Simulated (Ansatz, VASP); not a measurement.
**Two plane-wave programs on MgO**

Contents of INCAR:

```
PREC = Accurate
ENCUT = 520
EDIFF = 1E-7
ISMEAR = 0
SIGMA = 0.05
LREAL = F
LASPH = T
NELM = 60
ALGO = Normal
ISIF = 2
LWAVE = F
LCHARG = F
GGA = PS
NBANDS = 16
```

Contents of KPOINTS:

```
regular mesh
0
Gamma
  9 9 6
```

POSCAR

```
MgO
1.0
    3.2399209199      0.0000000000      0.0000000000
   -1.6199604600      2.8058538229      0.0000000000
    0.0000000000      0.0000000000      5.2182166336
Mg O
2 2
Direct
    0.3333333333      0.6666666667      0.0508752499
    0.6666666667      0.3333333333      0.5508752499
    0.3333333333      0.6666666667      0.4009416620
    0.6666666667      0.3333333333      0.9009416620
```

Input for Ansatz:

```yaml
crystal:
  lattice:
    - [3.2399209199, 0.0, 0.0]
    - [-1.61996046, 2.8058538229, 0.0]
    - [0.0, 0.0, 5.2182166336]
  atoms:
    - { symbol: Mg, position: [0.3333333333, 0.6666666667, 0.0508752499] }
    - { symbol: Mg, position: [0.6666666667, 0.3333333333, 0.5508752499] }
    - { symbol: O, position: [0.3333333333, 0.6666666667, 0.400941662] }
    - { symbol: O, position: [0.6666666667, 0.3333333333, 0.900941662] }
basis:
  ecutwfc: 520.0
kpoints:
  mp_grid: { grid: [9, 9, 6] }
hamiltonian:
  xc: pbesol
  pseudopotentials: { kind: paw, azcp: { folder: soft_1 } }
scf:
  occupations: { method: gaussian, width: 0.05 }
output:
  forces: true
  stress: true
  eigenvalues: true
```

Alike in both runs: task single point; functional PBEsol; k mesh 9 × 9 × 6; occupations gaussian, width 0.05 eV; no spin polarisation.

```csv
,VASP,Ansatz
version,VASP 6.6.1,Ansatz 0.2.0
potentials or method,"VASP PAW PBE potentials, release 64 (Mg, O), cutoff 520 eV","scalar-relativistic, plane waves, PAW"
valence electrons in the cell,16,32
```

VASP gave:

- gap on the k mesh at the Fermi level (eV): 3.53
- least direct gap on the mesh (eV): 3.53
- pressure (GPa): 3.1
- traceless stress, the component that is largest in VASP (GPa): 12.02
- rms of the force components (eV/Å): 1.179

Problem. Which values does Ansatz return?

Solution. gap on the k mesh at the Fermi level (eV): 3.54; least direct gap on the mesh (eV): 3.54; pressure (GPa): 3.2; traceless stress, the component that is largest in VASP (GPa): 11.69; rms of the force components (eV/Å): 1.155.

VASP's potentials were made for PBE, not for PBEsol, and Ansatz warns of the same on its side. Atom by atom the forces differ by 0.024 eV/Å (rms over components). The functional is the same, so the differences come from potentials, cutoffs and numerics. VASP's potentials hold 16 valence electrons a cell and Ansatz's 32, so a difference there can come from the potentials and not from the codes.
